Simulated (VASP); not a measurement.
# Al (P6_3/mmc) in VASP: settings compared

Al is run at these levels: PBEsol, PBE; tasks: density of states, vibrations by perturbation theory.

Everything below comes from runs of VASP 6.6.1. Logs are shortened: lines on timing, memory, paths and dates and some standing lists are left out, and cuts for length are marked.

### Step 1. The cell of the first run

Symmetry: P6_3/mmc, No. 194, hexagonal system. Conventional cell: a = 2.812 Å, b = 2.812 Å, c = 4.867 Å, α = 90.00°, β = 90.00°, γ = 120.00°. Al (site symmetry -6m2) has 12 Al at 2.81 to 2.93 Å within 3.7 Å.

### Step 2. Density of states, PBEsol

Input file POSCAR:

```
Al
1.0
    2.8124553515      0.0000000000      0.0000000000
   -1.4062276757      2.4356577814      0.0000000000
    0.0000000000      0.0000000000      4.8668500000
Al
2
Direct
    0.3333333333      0.6666666667      0.2500000000
    0.6666666667      0.3333333333      0.7500000000
```

Input file INCAR.step1:

```
PREC = Accurate ; ENCUT = 520
EDIFF = 1E-6 ; ISMEAR = -1
SIGMA = 0.05 ; LREAL = False
LASPH = True ; NELM = 80
ALGO = Normal ; ISIF = 2
LWAVE = False ; LCHARG = True
GGA = PS ; NBANDS = 10
```

Input file KPOINTS.step1:

```
regular mesh
0
Gamma
  6 6 3
```

Input file INCAR.step2:

```
PREC = Accurate ; ENCUT = 520
EDIFF = 1E-6 ; ISMEAR = -5
SIGMA = 0.05 ; LREAL = False
LASPH = True ; NELM = 80
ALGO = Normal ; ISIF = 2
LWAVE = False ; LCHARG = False
GGA = PS ; LORBIT = 10
NBANDS = 10 ; NEDOS = 2001
ICHARG = 11
```

Input file KPOINTS.step2:

```
regular mesh
0
Gamma
  9 9 5
```

Potentials or basis: VASP PAW PBE potentials, release 64 (Al).

Launch:

```console
> cat potpaw_PBE.64/Al/POTCAR > POTCAR
> cp INCAR.step1 INCAR
> cp KPOINTS.step1 KPOINTS
> mpirun -np 1 vasp_std > vasp.out
> cp INCAR.step2 INCAR
> cp KPOINTS.step2 KPOINTS
> mpirun -np 1 vasp_std > vasp.out
```

OUTCAR:

```text
PREC = Accurate
   ENCUT = 520
   EDIFF = 1E-6
   ISMEAR = -5
   LREAL = False
   LASPH = True
   NELM = 80
   ISIF = 2
   GGA = PS
   LORBIT = 10
   ICHARG = 11

 ion  position               nearest neighbor table
   1  0.333  0.667  0.250-   2 2.93   2 2.93   2 2.93   2 2.93   2 2.93   2 2.93
   2  0.667  0.333  0.750-   1 2.93   1 2.93   1 2.93   1 2.93   1 2.93   1 2.93

  LATTYP: Found a hexagonal cell.
 ALAT       =     2.8124553515
 C/A-ratio  =     1.7304630267

  Lattice vectors:

 A1 = (   2.8124553515,   0.0000000000,   0.0000000000)
 A2 = (  -1.4062276757,   2.4356577814,   0.0000000000)
 A3 = (   0.0000000000,   0.0000000000,   4.8668500000)

Analysis of symmetry for initial positions (statically):
=====================================================================
 Subroutine PRICEL returns:
 Original cell was already a primitive cell.

 Routine SETGRP: Setting up the symmetry group for a
 hexagonal supercell.

 Subroutine GETGRP returns: Found 24 space group operations
 (whereof 12 operations were pure point group operations)
 out of a pool of 24 trial point group operations.

The static configuration has the point symmetry D_3d.
 The point group associated with its full space group is D_6h.

Analysis of symmetry for dynamics (positions and initial velocities):
=====================================================================
 Subroutine PRICEL returns:
 Original cell was already a primitive cell.

 Routine SETGRP: Setting up the symmetry group for a
 hexagonal supercell.

 Subroutine GETGRP returns: Found 24 space group operations
 (whereof 12 operations were pure point group operations)
 out of a pool of 24 trial point group operations.

The dynamic configuration has the point symmetry D_3d.
 The point group associated with its full space group is D_6h.

 Subroutine INISYM returns: Found 24 space group operations
 (whereof 12 operations are pure point group operations),
 and found     1 'primitive' translations

----------------------------------------------------------------------------------------

                                     Primitive cell

  volume of cell :      33.3388

  direct lattice vectors                    reciprocal lattice vectors
     2.812455352  0.000000000  0.000000000     0.355561200  0.205283355  0.000000000
    -1.406227676  2.435657781  0.000000000     0.000000000  0.410566709  0.000000000
     0.000000000  0.000000000  4.866850000     0.000000000  0.000000000  0.205471712

  length of vectors
     2.812455352  2.812455351  4.866850000     0.410566709  0.410566709  0.205471712

  position of ions in fractional coordinates (direct lattice)
     0.333333333  0.666666667  0.250000000
     0.666666667  0.333333333  0.750000000

  ion indices of the primitive-cell ions
   primitive index   ion index
                 1           1
                 2           2

----------------------------------------------------------------------------------------

 KPOINTS: regular mesh

Automatic generation of k-mesh.
 Grid dimensions read from file:
 generate k-points for:    9    9    5

 Generating k-lattice:

  Cartesian coordinates                     Fractional coordinates (reciprocal lattice)
     0.039506800  0.022809262  0.000000000     0.111111111  0.000000000  0.000000000
     0.000000000  0.045618523  0.000000000     0.000000000  0.111111111  0.000000000
     0.000000000  0.000000000  0.041094342     0.000000000  0.000000000  0.200000000

  Length of vectors
     0.045618523  0.045618523  0.041094342

  Shift w.r.t. Gamma in fractional coordinates (k-lattice)
     0.000000000  0.000000000  0.000000000

 TETIRR: Found    371 inequivalent tetrahedra from     2430

 Subroutine IBZKPT returns following result:
 ===========================================

 Found     36 irreducible k-points:

 Following reciprocal coordinates:
            Coordinates               Weight
  0.000000  0.000000  0.000000      1.000000
  0.111111  0.000000  0.000000      6.000000
  0.222222  0.000000  0.000000      6.000000
  0.333333  0.000000  0.000000      6.000000
  0.444444  0.000000  0.000000      6.000000
  0.111111  0.111111  0.000000      6.000000
[... 16 lines left out ...]
  0.333333  0.222222  0.200000     24.000000
  0.333333  0.333333  0.200000      4.000000
 [... further k-points ...]
   k-points           NKPTS =     36   k-points in BZ     NKDIM =     36   number of bands    NBANDS=     10
   number of dos      NEDOS =   2001   number of ions     NIONS =      2
   total plane-waves  NPLWV =  20736
   dimension x,y,z NGX =    24 NGY =   24 NGZ =   36
   dimension x,y,z NGXF=    48 NGYF=   48 NGZF=   72
   ions per type =               2
   NGX,Y,Z   is equivalent  to a cutoff of  14.19, 14.19, 12.30 a.u.
   NGXF,Y,Z  is equivalent  to a cutoff of  28.37, 28.37, 24.59 a.u.
 SYSTEM =  unknown system
   PREC   = accura    normal or accurate (medium, high low for compatibility)
   ISTART =      0    job   : 0-new  1-cont  2-samecut
   ICHARG =     11    charge: 1-file 2-atom 10-const
   ISPIN  =      1    spin polarized calculation?
   LNONCOLLINEAR =      F non collinear calculations
   LSORBIT =      F    spin-orbit coupling
   LASPH  =      T    aspherical Exc in radial PAW
   ENCUT  =  520.0 eV  38.22 Ry    6.18 a.u.   5.23  5.23  9.05*2*pi/ulx,y,z
   NELM   =     80;   NELMIN=  2; NELMDL=  0     # of ELM steps
   EDIFF  = 0.1E-05   stopping-criterion for ELM
   LREAL  =      F    real-space projection
   EDIFFG = 0.1E-04   stopping-criterion for IOM
   NSW    =      0    number of steps for IOM
   IBRION =     -1    ionic relax: 0-MD 1-quasi-New 2-CG
   NFREE  =      0    steps in history (QN), initial steepest desc. (CG)
   ISIF   =      2    stress and relaxation
   ISYM   =      2    0-nonsym 1-usesym 2-fastsym
   POTIM  = 0.5000    time-step for ionic-motion
   TEBEG  =    0.0;   TEEND  =   0.0 temperature during run
   PSTRESS=    0.0 pullay stress
   NELECT =       6.0000    total number of electrons
   NUPDOWN=      -1.0000    fix difference up-down
   EMIN   =  10.00;   EMAX   =-10.00  energy-range for DOS
   EFERMI =   0.00;   METHOD = LEGACY
   ISMEAR =    -5;   SIGMA  =   0.05  broadening in eV -4-tet -1-fermi 0-gaus
   EFERMI_NEDOS =   21; number of points for ismear=-14 and -15
   IALGO  =     38    algorithm
   IMIX   =      4    mixing-type and parameters
     AMIX     =   0.40;   BMIX     =  1.00
     AMIX_MAG =   1.60;   BMIX_MAG =  1.00
  volume/ion in A,a.u.               =      16.67       112.49
  Fermi-wavevector in a.u.,A,eV,Ry     =   0.924291  1.746656 11.623640  0.854313
  Thomas-Fermi vector in A             =   2.050021
   LORBIT       =     10    0 simple, 1 ext, 2 COOP (PROOUT), +10 PAW based schemes
   GGA     = PS    functional components
   LHFCALC =     F    Hartree Fock is set to
   AEXX    =    0.0000 exact exchange contribution
   IVDW    =     0    specifies the selected vdW correction
   LEPSILON=     F    determine dielectric tensor
   LRPA    =     F    only Hartree local field effects (RPA)
 non-spin polarized calculation
 Fermi weights with tetrahedron method with Bloechl corrections
  energy-cutoff  :      520.00
  volume of cell :       33.34
 maximum number of plane-waves:       917
 NGX is ok and might be reduce to    24

 number of electron       6.0000000 magnetization

 Free energy of the ion-electron system (eV)
  ---------------------------------------------------
  ext. energy  EPLUGINS =         0.00000000
  ---------------------------------------------------
  free energy    TOTEN  =        -8.10446385 eV

  energy without entropy =       -8.10446385  energy(sigma->0) =       -8.10446385

 E-fermi :   7.8494     XC(G=0): -10.2183

 val. band max:        8.6483654711   @ k =   0.4444   0.1111   0.0000
 cond. band min:       7.3893568729   @ k =   0.3333   0.3333   0.4000
 fundamental gap:     -1.2590085982
 Fermi energy:         7.8493813317

 k-point     1 :       0.0000    0.0000    0.0000
  band No.  band energies     occupation
      1      -3.2210      2.00000
      2       2.7759      2.00000
      3       3.0164      2.00000
      4      18.9789      0.00000
      5      19.2593      0.00000
      6      19.2593      0.00000
      7      19.4770      0.00000
      8      19.4770      0.00000
      9      20.2093      0.00000
     10      22.5542      0.00000

 k-point     2 :       0.1111    0.0000    0.0000
  band No.  band energies     occupation
      1      -2.9133      2.00000
      2       3.0772      2.00000
      3       3.3038      2.00000
      4      15.4097      0.00000
      5      17.2720      0.00000
      6      18.3285      0.00000
      7      19.7044      0.00000
      8      20.2795      0.00000
      9      21.3297      0.00000
     10      21.4954      0.00000

 k-point     3 :       0.2222    0.0000    0.0000
  band No.  band energies     occupation
      1      -1.9945      2.00000
      2       3.9674      2.00000
      3       4.1659      2.00000
      4      11.2975     -0.00276
      5      15.7059      0.00000
      6      16.1533      0.00000
      7      17.0957      0.00000
      8      17.6027      0.00000
      9      20.5898      0.00000
     10      20.9599      0.00000

 k-point     4 :       0.3333    0.0000    0.0000
  band No.  band energies     occupation
      1      -0.4771      2.00000
      2       5.3479      2.00000
      3       5.6008      2.00000
      4       7.6868      0.57337
      5      13.0557      0.00000
      6      13.4272      0.00000
      7      14.6648      0.00000
      8      16.3174      0.00000
      9      19.6712      0.00000
     10      20.3715      0.00000

 k-point     5 :       0.4444    0.0000    0.0000
  band No.  band energies     occupation
      1       1.6164      2.00000
      2       4.2301      2.00000
      3       7.5808      1.88125
      4       7.5948      1.42846
      5      10.1648      0.00000
      6      10.3070      0.00000
      7      14.1455      0.00000
      8      15.7033      0.00000
      9      19.2152      0.00000
     10      19.7844      0.00000

 k-point     6 :       0.1111    0.1111    0.0000
  band No.  band energies     occupation
      1      -2.3001      2.00000
      2       3.6734      2.00000
      3       3.8786      2.00000
      4      13.4221      0.00000
      5      13.5851      0.00000
      6      18.5255      0.00000
      7      18.7599      0.00000
      8      18.7917      0.00000
      9      20.1074      0.00000
     10      20.1219      0.00000
[... 183 lines left out ...]
 k-point    21 :       0.4444    0.1111    0.2000
  band No.  band energies     occupation
      1       3.2763      2.00000
      2       3.3615      2.00000
      3       6.9081      2.01258
      4       6.9551      2.05201
      5      10.7919      0.00000
      6      11.5691      0.00000
      7      12.2461      0.00000
      8      14.8850      0.00000
      9      18.8665      0.00000
     10      19.0683      0.00000

 k-point    22 :       0.2222    0.2222    0.2000
  band No.  band energies     occupation
      1       0.6681      2.00000
      2       4.2426      2.00000
      3       8.2658      1.29676
      4       8.5488     -0.01969
      5       9.3561      0.00000
      6      12.1720      0.00000
      7      12.3934      0.00000
      8      16.5794      0.00000
      9      16.9655      0.00000
     10      19.6119      0.00000

 k-point    23 :       0.3333    0.2222    0.2000
  band No.  band energies     occupation
      1       2.7410      2.00000
      2       5.2481      2.00000
      3       6.4088      2.04023
      4       7.9475      0.60566
      5       9.0332     -0.00475
      6      10.9295     -0.00322
      7      11.9717      0.00000
      8      13.8803      0.00000
      9      16.2593      0.00000
     10      21.3205      0.00000

 k-point    24 :       0.3333    0.3333    0.2000
  band No.  band energies     occupation
      1       4.9945      2.00000
      2       4.9945      2.00000
      3       5.1508      2.00000
      4       8.5391     -0.02760
      5       8.8268     -0.00632
      6       8.8268      0.00522
      7      13.5030      0.00000
      8      13.5030      0.00000
      9      13.6670      0.00000
     10      23.3794      0.00000

 [... further k-points ...]

------------------------ aborting loop because EDIFF is reached ----------------------------------------

  FORCE on cell =-STRESS in cart. coord.  units (eV):
  Direction    XX          YY          ZZ          XY          YZ          ZX
  --------------------------------------------------------------------------------------
  -------------------------------------------------------------------------------------
  Total       -0.4290165     -0.4290165     -0.3633816     -0.0000000     -0.0000000      0.0000000
  in kB      -20.6174383    -20.6174383    -17.4631948     -0.0000000     -0.0000000      0.0000000
  external PRESSURE =     -19.5660238 kB  Pullay stress =       0.0000000 kB

 VOLUME and BASIS-vectors are now :
 -----------------------------------------------------------------------------
  energy-cutoff  :      520.00
  volume of cell :       33.34
      direct lattice vectors                 reciprocal lattice vectors
     2.812455352  0.000000000  0.000000000     0.355561200  0.205283355  0.000000000
    -1.406227676  2.435657781  0.000000000     0.000000000  0.410566709  0.000000000
     0.000000000  0.000000000  4.866850000     0.000000000  0.000000000  0.205471712

 POSITION                                       TOTAL-FORCE (eV/Angst)
 -----------------------------------------------------------------------------------
     -0.00000      1.62377      1.21671         0.000000      0.000000      0.000000
      1.40623      0.81189      3.65014        -0.000000      0.000000     -0.000000
 -----------------------------------------------------------------------------------
    total drift:                                0.000000     -0.000000     -0.000000

  FREE ENERGIE OF THE ION-ELECTRON SYSTEM (eV)
  ---------------------------------------------------
  free  energy   TOTEN  =        -8.1044638527 eV

  energy  without entropy=       -8.1044638527  energy(sigma->0) =       -8.10446385

 total charge

# of ion       s       p       d       tot
------------------------------------------
    1        0.432   0.334   0.000   0.766
    2        0.432   0.334   0.000   0.766
--------------------------------------------------
tot          0.864   0.667   0.000   1.531
```

Run time: 6 s. Hardware: 1 thread of AMD EPYC 9R45 (Zen 5), shared host; peak memory 0.11 GiB.

Results:

```
Valence electrons inside the program's atomic spheres : Al 0.77
```

Caveat: the k points lie up to 0.43 Å⁻¹ apart; the PAW data sets were made with another functional, which shifts forces and pressure a little; tetrahedron occupations give inexact forces and stress in metals.

(Part 1 of 2 ends here.)
